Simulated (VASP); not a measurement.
# HC9 in VASP: a series of runs

Runs on HC9. Level: PBE+D3(BJ). Tasks: single point.

All numbers are computed with VASP 6.6.1; they aren't measurements. Logs are shortened: lines on timing, memory, paths and dates and some standing lists are left out, and cuts for length are marked.

## (1) The cell of the first run

The cell holds a slab with vacuum, 20 atoms: a = 7.398 Å, b = 7.398 Å, c = 12.000 Å, α = 90.00°, β = 90.00°, γ = 120.00°.

## (2) Single point, PBE+D3(BJ)

Input file INCAR:

```
PREC = Accurate
ENCUT = 520
EDIFF = 1E-6
ISMEAR = -1
SIGMA = 0.02
LREAL = Auto
LASPH = True
NELM = 80
ALGO = Normal
ISIF = 2
LWAVE = False
LCHARG = False
GGA = PE
IVDW = 12
NBANDS = 53
```

Input file KPOINTS:

```
Automatic mesh
0
Gamma
  2 2 1
```

Input file POSCAR:

```
HC9
1.0
    7.3980000000      0.0000000000      0.0000000000
   -3.6990000000      6.4068560000      0.0000000000
    0.0000000000      0.0000000000     12.0000000000
C H
18 2
Direct
   -0.0070924098      0.0024036588      0.0703515744
    0.2178181811      0.1148471450      0.0703083690
   -0.0049611782      0.3375876672      0.0701630798
    0.2156672994      0.4478918570      0.0702977275
   -0.0052413339      0.6687733100      0.0701676267
    0.2159595784      0.7793557441      0.0702831545
    0.3284083229      0.0042731708      0.0702563137
    0.5490162218      0.1145522145      0.0700806653
    0.3281296517      0.3354403516      0.0702968499
    0.5493241506      0.4460425645      0.0701635277
    0.3262530006      0.6690664517      0.0703115295
    0.5511695130      0.7815246185      0.0703407983
    0.6614602087      0.0021371886      0.0702634648
    0.8826174007      0.1127135209      0.0703000533
    0.6595994704      0.3357317968      0.0699064971
    0.8845028465      0.4481948500      0.0699321596
    0.6617522337      0.6709299811      0.0702918458
    0.8823437059      0.7812340213      0.0702876080
    0.7001228143      0.2789106641      0.3234090504
    0.8065196223      0.2923863233      0.3325875047
```

Potentials or basis: VASP PAW PBE potentials, release 64 (C, H).

On the command line:

```
cat potpaw_PBE.64/C/POTCAR potpaw_PBE.64/H/POTCAR > POTCAR
mpirun -np 1 vasp_std > vasp.out
```

OUTCAR:

```text
PREC = Accurate
   ENCUT = 520
   EDIFF = 1E-6
   ISMEAR = -1
   LREAL = Auto
   LASPH = True
   NELM = 80
   ISIF = 2
   GGA = PE
   IVDW = 12
 IVDW          = 12

 ion  position               nearest neighbor table
   1  0.993  0.002  0.070-  14 1.41  18 1.42   2 1.44
   2  0.218  0.115  0.070-   9 1.41   7 1.42   1 1.44
   3  0.995  0.338  0.070-   4 1.41  16 1.42  14 1.44
   4  0.216  0.448  0.070-   3 1.41  11 1.42   9 1.44
   5  0.995  0.669  0.070-  16 1.41   6 1.42  18 1.44
   6  0.216  0.779  0.070-  11 1.41   5 1.42   7 1.44
[... 10 lines left out ...]
  17  0.662  0.671  0.070-  18 1.41  12 1.42  10 1.44
  18  0.882  0.781  0.070-  17 1.41   1 1.42   5 1.44
  19  0.700  0.279  0.323-  20 0.75
  20  0.807  0.292  0.333-  19 0.75

  LATTYP: Found a hexagonal cell.
 ALAT       =     7.3980000000
 C/A-ratio  =     1.6220600162

  Lattice vectors:

 A1 = (   7.3980000000,   0.0000000000,   0.0000000000)
 A2 = (  -3.6990000000,   6.4068560000,   0.0000000000)
 A3 = (   0.0000000000,   0.0000000000,  12.0000000000)

Analysis of symmetry for initial positions (statically):
=====================================================================
 Subroutine PRICEL returns:
 Original cell was already a primitive cell.

 Routine SETGRP: Setting up the symmetry group for a
 hexagonal supercell.

 Subroutine GETGRP returns: Found  1 space group operations
 (whereof  1 operations were pure point group operations)
 out of a pool of 24 trial point group operations.

The static configuration has the point symmetry C_1 .

Analysis of symmetry for dynamics (positions and initial velocities):
=====================================================================
 Subroutine PRICEL returns:
 Original cell was already a primitive cell.

 Routine SETGRP: Setting up the symmetry group for a
 hexagonal supercell.

 Subroutine GETGRP returns: Found  1 space group operations
 (whereof  1 operations were pure point group operations)
 out of a pool of 24 trial point group operations.

The dynamic configuration has the point symmetry C_1 .

 Subroutine INISYM returns: Found  1 space group operations
[... 110 lines left out ...]
   ENCUT  =  520.0 eV  38.22 Ry    6.18 a.u.  13.76 13.76 22.31*2*pi/ulx,y,z
   NELM   =     80;   NELMIN=  2; NELMDL= -5     # of ELM steps
   EDIFF  = 0.1E-05   stopping-criterion for ELM
   LREAL  =      T    real-space projection
   EDIFFG = 0.1E-04   stopping-criterion for IOM
   NSW    =      0    number of steps for IOM
   IBRION =     -1    ionic relax: 0-MD 1-quasi-New 2-CG
   NFREE  =      0    steps in history (QN), initial steepest desc. (CG)
   ISIF   =      2    stress and relaxation
   ISYM   =      2    0-nonsym 1-usesym 2-fastsym
   POTIM  = 0.5000    time-step for ionic-motion
   TEBEG  =    0.0;   TEEND  =   0.0 temperature during run
   PSTRESS=    0.0 pullay stress
   NELECT =      74.0000    total number of electrons
   NUPDOWN=      -1.0000    fix difference up-down
   EMIN   =  10.00;   EMAX   =-10.00  energy-range for DOS
   EFERMI =   0.00;   METHOD = LEGACY
   ISMEAR =    -1;   SIGMA  =   0.02  broadening in eV -4-tet -1-fermi 0-gaus
   EFERMI_NEDOS =   21; number of points for ismear=-14 and -15
   IALGO  =     38    algorithm
   IMIX   =      4    mixing-type and parameters
     AMIX     =   0.40;   BMIX     =  1.00
     AMIX_MAG =   1.60;   BMIX_MAG =  1.00
  volume/ion in A,a.u.               =      28.44       191.91
  Fermi-wavevector in a.u.,A,eV,Ry     =   0.829542  1.567608  9.362720  0.688140
  Thomas-Fermi vector in A             =   1.942107
   LORBIT       =      0    0 simple, 1 ext, 2 COOP (PROOUT), +10 PAW based schemes
   GGA     = PE    functional components
   LHFCALC =     F    Hartree Fock is set to
   AEXX    =    0.0000 exact exchange contribution
   IVDW    =    12    specifies the selected vdW correction
   LEPSILON=     F    determine dielectric tensor
   LRPA    =     F    only Hartree local field effects (RPA)
 non-spin polarized calculation
  energy-cutoff  :      520.00
  volume of cell :      568.78
 maximum number of plane-waves:     15363
 NGX is ok and might be reduce to    56
   NGX = 27   NGY = 27   NGZ = 45

 number of electron      73.9999999 magnetization

 Free energy of the ion-electron system (eV)
  ---------------------------------------------------
  ext. energy  EPLUGINS =         0.00000000
  ---------------------------------------------------
  free energy    TOTEN  =      -172.38860695 eV

  energy without entropy =     -172.38746196  energy(sigma->0) =     -172.38803446

 E-fermi :  -1.6831     XC(G=0):  -3.8705

 val. band max:       -1.7902295171   @ k =   0.0000   0.0000   0.0000
 cond. band min:      -1.5759605790   @ k =   0.0000   0.0000   0.0000
 fundamental gap:      0.2142689381
 Fermi energy:        -1.6831186242

 k-point     1 :       0.0000    0.0000    0.0000
  band No.  band energies     occupation
      1     -21.2058      2.00000
      2     -18.7063      2.00000
      3     -18.7045      2.00000
      4     -18.5882      2.00000
      5     -18.5873      2.00000
      6     -18.5702      2.00000
[... 197 lines left out ...]
     48       3.8600      0.00000
     49       4.2758      0.00000
 [bands above 49 left out]

------------------------ aborting loop because EDIFF is reached ----------------------------------------

 Edisp (eV)   -1.66293

 E8    (eV) :    -0.5117

  FORCE on cell =-STRESS in cart. coord.  units (eV):
  Direction    XX          YY          ZZ          XY          YZ          ZX
  --------------------------------------------------------------------------------------
  -------------------------------------------------------------------------------------
  Total       1.17895     1.17781    -0.18355    -0.00834    -0.01946     0.02143
  in kB       3.32098     3.31777    -0.51703    -0.02349    -0.05480     0.06035
  external pressure =        2.04 kB  Pullay stress =        0.00 kB

 VOLUME and BASIS-vectors are now :
 -----------------------------------------------------------------------------
  energy-cutoff  :      520.00
  volume of cell :      568.78
      direct lattice vectors                 reciprocal lattice vectors
     7.398000000  0.000000000  0.000000000     0.135171668  0.078041398  0.000000000
    -3.699000000  6.406856000  0.000000000     0.000000000  0.156082796  0.000000000
     0.000000000  0.000000000 12.000000000     0.000000000  0.000000000  0.083333333

 POSITION                                       TOTAL-FORCE (eV/Angst)
 -----------------------------------------------------------------------------------
      7.33664      0.01540      0.84422         0.008038     -0.010529      0.001790
      1.18660      0.73581      0.84370        -0.005577     -0.010271     -0.003670
      6.11256      2.16288      0.84196         0.002060      0.006415      0.002007
     -0.06125      2.86958      0.84357         0.003129      0.003814     -0.001981
      4.88543      4.28473      0.84201         0.009815      0.007136     -0.001134
     -1.28517      4.99322      0.84340        -0.015493      0.003989      0.000587
[... 12 lines left out ...]
      4.14782      1.78694      3.88091        -0.001110     -0.003570     -0.006746
      4.88510      1.87328      3.99105         0.005701     -0.001064     -0.002314
 -----------------------------------------------------------------------------------
    total drift:                                0.001076     -0.005074      0.050494

  FREE ENERGIE OF THE ION-ELECTRON SYSTEM (eV)
  ---------------------------------------------------
  free  energy   TOTEN  =      -174.0515344243 eV

  energy  without entropy=     -174.0503894329  energy(sigma->0) =     -174.05096193
```

OSZICAR:

```text
N       E                     dE             d eps       ncg     rms          rms(c)
DAV:   1     0.583167326462E+03    0.58317E+03   -0.29567E+04   432   0.110E+03
DAV:   2    -0.923022067118E+02   -0.67547E+03   -0.65397E+03   643   0.264E+02
DAV:   3    -0.181856977280E+03   -0.89555E+02   -0.89171E+02   504   0.100E+02
[... 13 lines left out ...]
DAV:  17    -0.172388562442E+03   -0.61917E-04   -0.49198E-06   409   0.598E-03    0.133E-03
DAV:  18    -0.172388598008E+03   -0.35566E-04   -0.27127E-06   368   0.362E-03    0.536E-04
DAV:  19    -0.172388604654E+03   -0.66458E-05   -0.46952E-07   328   0.159E-03    0.253E-04
DAV:  20    -0.172388606354E+03   -0.16993E-05   -0.13046E-07   297   0.868E-04    0.197E-04
DAV:  21    -0.172388606955E+03   -0.60123E-06   -0.53939E-08   295   0.543E-04
   1 F= -.17405153E+03 E0= -.17405096E+03  d E =-.114499E-02
```

Wall time 1.8 min (1 thread of AMD EPYC 9R45 (Zen 5), shared host); peak memory 0.54 GiB.

Results:

```yaml
Free_energy: -174.0515 eV
Largest_force: 0.025 eV/Å
Band_gap_on_the_k_mesh: 0.21 eV
Dispersion_energy_per_atom: -0.083 eV
```

Forces on the atoms (eV/Å):
```
C    0.008 -0.011  0.002
C   -0.006 -0.010 -0.004
C    0.002  0.006  0.002
C    0.003  0.004 -0.002
C    0.010  0.007 -0.001
C   -0.015  0.004  0.001
C    0.001 -0.010 -0.003
C   -0.002  0.014  0.003
C   -0.005  0.014  0.001
C    0.001  0.001  0.003
C    0.010 -0.005  0.000
C   -0.002 -0.002  0.002
C   -0.004  0.000  0.001
C   -0.008  0.002 -0.001
C    0.017  0.007  0.002
C   -0.014 -0.020  0.003
C   -0.004 -0.001  0.000
C    0.003  0.005  0.001
H   -0.001 -0.004 -0.007
H    0.006 -0.001 -0.002
```

Levels at points of the mesh, in eV from the valence-band top:
```
           k point  band 34  band 35  band 36  band 37  band 38  band 39  band 40  band 41
(0.00, 0.00, 0.00)    -2.94    -2.93     0.00     0.00     0.21     0.22     3.41     4.51
(0.50, 0.00, 0.00)    -2.57    -2.53    -2.52    -2.26     1.79     2.59     2.59     2.66
(0.00, 0.50, 0.00)    -2.57    -2.52    -2.52    -2.25     1.79     2.59     2.59     2.66
(0.50, 0.50, 0.00)    -2.57    -2.53    -2.52    -2.25     1.78     2.59     2.59     2.66
```

Caveat: the k points lie up to 0.49 Å⁻¹ apart; there is no dipole correction, which matters where the two faces differ.

## (3) Single point, PBE+D3(BJ)

Input file INCAR:

```
ALGO = Normal
EDIFF = 1E-6
ENCUT = 520
GGA = PE
ISIF = 2
ISMEAR = -1
IVDW = 12
LASPH = True
LCHARG = True
LELF = True
LREAL = Auto
LVHAR = True
LWAVE = False
NBANDS = 53
NELM = 80
PREC = Accurate
SIGMA = 0.02
```

Input file KPOINTS:

```
k-points
0
Gamma
  2 2 1
```

Input file POSCAR:

```
HC9
1.0
    7.3980000000      0.0000000000      0.0000000000
   -3.6990000000      6.4068560000      0.0000000000
    0.0000000000      0.0000000000     12.0000000000
C H
18 2
Direct
   -0.0062945467      0.0050102578      0.0687833333
    0.2190110941      0.1088521421      0.0702416667
   -0.0129315222      0.3337206268      0.0702750000
    0.2136755895      0.4450857019      0.0695666667
   -0.0031248777      0.6750424857      0.0639666667
    0.2204551286      0.7827864400      0.0706916667
    0.3297418393      0.0011706210      0.0704666667
    0.5537637916      0.1216665397      0.0768583333
    0.3187755286      0.3321441905      0.0687250000
    0.5576036203      0.4460534153      0.0675333333
    0.3291631808      0.6700322280      0.0759333333
    0.5485253110      0.7791809274      0.0727416667
    0.6555919061      0.0097239582      0.0697416667
    0.8829269530      0.1142994317      0.0742000000
    0.6586676101      0.3372324897      0.0653250000
    0.8877793307      0.4550125678      0.0664916667
    0.6629185167      0.6611979417      0.0718250000
    0.8846585986      0.7772923256      0.0705500000
    0.6900139115      0.2739721324      0.3117916667
    0.7667756793      0.2637487092      0.3451000000
```

Potentials or basis: VASP PAW PBE potentials, release 64 (C, H).

On the command line:

```
cat potpaw_PBE.64/C/POTCAR potpaw_PBE.64/H/POTCAR > POTCAR
mpirun -np 1 vasp_std > vasp.out
```

Wall time 2.1 min (1 thread of AMD EPYC 9R45 (Zen 5), shared host); peak memory 0.54 GiB.

Results (log left out):

```yaml
Free_energy: -173.1173 eV
Largest_force: 4.779 eV/Å
Band_gap_on_the_k_mesh: 0.05 eV
Dispersion_energy_per_atom: -0.083 eV
```

Forces on the atoms (eV/Å):
```
C    0.641 -1.470  0.604
C   -2.377  1.243 -0.373
C    1.324  1.441  0.044
C   -0.160 -0.043  0.468
C    1.190 -0.863  0.622
C    0.286 -0.293 -0.074
C   -0.113  0.722  0.546
C   -0.811 -1.790 -1.286
C    2.880  0.500  0.071
C   -4.757 -0.432  0.130
C   -0.540 -0.731 -0.810
C    1.133  0.650  0.097
C    3.176 -2.500  1.013
C   -0.976 -0.030 -0.861
C    2.894  0.937  0.715
C   -0.768 -2.013 -0.173
C   -1.890  2.771 -0.233
C   -1.137  1.900 -0.493
H   -0.663  0.071 -0.441
H    0.667 -0.071  0.436
```

Levels at points of the mesh, in eV from the valence-band top:
| k point | band 35 | band 36 | band 37 | band 38 | band 39 | band 40 |
| --- | --- | --- | --- | --- | --- | --- |
| (0.00, 0.00, 0.00) | -2.54 | -0.32 | 0.00 | 0.05 | 0.35 | 3.32 |
| (0.50, 0.00, 0.00) | -2.63 | -2.51 | -2.28 | 1.86 | 2.35 | 2.48 |
| (0.00, 0.50, 0.00) | -2.52 | -2.44 | -2.28 | 1.64 | 2.31 | 2.33 |
| (0.50, 0.50, 0.00) | -2.54 | -2.53 | -2.18 | 1.44 | 2.34 | 2.43 |

Caveat: the k points lie up to 0.49 Å⁻¹ apart; there is no dipole correction, which matters where the two faces differ.

## (4) Single point, PBE+D3(BJ)

Input file INCAR:

```
  PREC = Accurate
  ENCUT = 520
  EDIFF = 1E-6
  ISMEAR = -1
  SIGMA = 0.02
  LREAL = Auto
  LASPH = T
  NELM = 60
  ALGO = Normal
  ISIF = 2
  LWAVE = F
  LCHARG = F
  GGA = PE
  IVDW = 12
  NBANDS = 53
```

Input file KPOINTS:

```
Automatic mesh
0
Gamma
  2 2 1
```

Input file POSCAR:

```
HC9
1.0
    7.3980000000      0.0000000000      0.0000000000
   -3.6990000000      6.4068560000      0.0000000000
    0.0000000000      0.0000000000     12.0000000000
C H
18 2
Direct
   -0.0055108218      0.0000624331      0.0698000000
    0.2099521312      0.1106314860      0.0686583333
   -0.0082838876      0.3374197891      0.0705666667
    0.2124715108      0.4422449950      0.0708166667
    0.0015295102      0.6759165494      0.0606250000
    0.2247277142      0.7845189591      0.0707083333
    0.3311061429      0.0028719235      0.0728166667
    0.5502569715      0.1156261355      0.0779500000
    0.3270162981      0.3334865026      0.0674750000
    0.5396657797      0.4459441573      0.0654833333
    0.3288733767      0.6666140147      0.0779666667
    0.5523545914      0.7799457331      0.0756666667
    0.6594577246      0.0010457547      0.0735666667
    0.8788035871      0.1168123648      0.0744250000
    0.6735408367      0.3433509353      0.0640416667
    0.8813236771      0.4489409470      0.0624333333
    0.6605876419      0.6690801229      0.0722166667
    0.8871616766      0.7837853699      0.0686583333
    0.6877572042      0.2673230052      0.3041500000
    0.7198008597      0.2368712517      0.3533583333
```

On the command line:

```
cat potpaw_PBE.64/C/POTCAR potpaw_PBE.64/H/POTCAR > POTCAR
mpirun -np 1 vasp_std > vasp.out
```

Run time: 2 min. Hardware: 1 thread of AMD EPYC 9R45 (Zen 5), shared host; peak memory 0.54 GiB.

It converged, with:

- Free energy: -173.2256 eV
- Largest force: 6.188 eV/Å
- Band gap on the k mesh: 0.06 eV
- Dispersion energy per atom: -0.083 eV

Forces in eV/Å, atoms in the order of the input:
```
C   -1.814  1.829  0.324
C    2.321  0.191 -0.019
C    0.698 -0.537 -0.121
C   -0.091  1.278  0.362
C    0.044 -0.592  0.722
C   -1.396 -1.380 -0.056
C   -1.054  1.137  0.097
C    0.817  0.867 -1.237
C   -1.919 -0.799  0.155
C    4.480  1.057  0.170
C    0.613  0.077 -0.859
C   -1.276 -0.405  0.179
C   -0.064  0.856  0.659
C    1.418 -1.091 -0.559
C   -5.500 -2.727  0.774
C    2.571  2.372  0.161
C    0.729 -0.217 -0.432
C   -0.586 -1.920 -0.319
H   -0.698  0.391 -1.186
H    0.707 -0.387  1.186
```

Levels at points of the mesh, in eV from the valence-band top:
| k point | band 33 | band 34 | band 35 | band 36 | band 37 | band 38 | band 39 | band 40 | band 41 | band 42 |
| --- | --- | --- | --- | --- | --- | --- | --- | --- | --- | --- |
| (0.00, 0.00, 0.00) | -4.36 | -3.29 | -2.59 | -0.28 | 0.00 | 0.06 | 0.35 | 3.35 | 4.41 | 4.54 |
| (0.50, 0.00, 0.00) | -2.81 | -2.67 | -2.55 | -2.51 | -2.10 | 1.40 | 2.41 | 2.49 | 2.57 | 2.82 |
| (0.00, 0.50, 0.00) | -2.84 | -2.70 | -2.48 | -2.46 | -2.28 | 1.71 | 2.21 | 2.41 | 2.68 | 2.84 |
| (0.50, 0.50, 0.00) | -2.78 | -2.69 | -2.55 | -2.51 | -2.31 | 1.90 | 2.21 | 2.51 | 2.62 | 2.74 |

Caveat: the k points lie up to 0.49 Å⁻¹ apart; there is no dipole correction, which matters where the two faces differ.

(Part 1 of 2 ends here.)
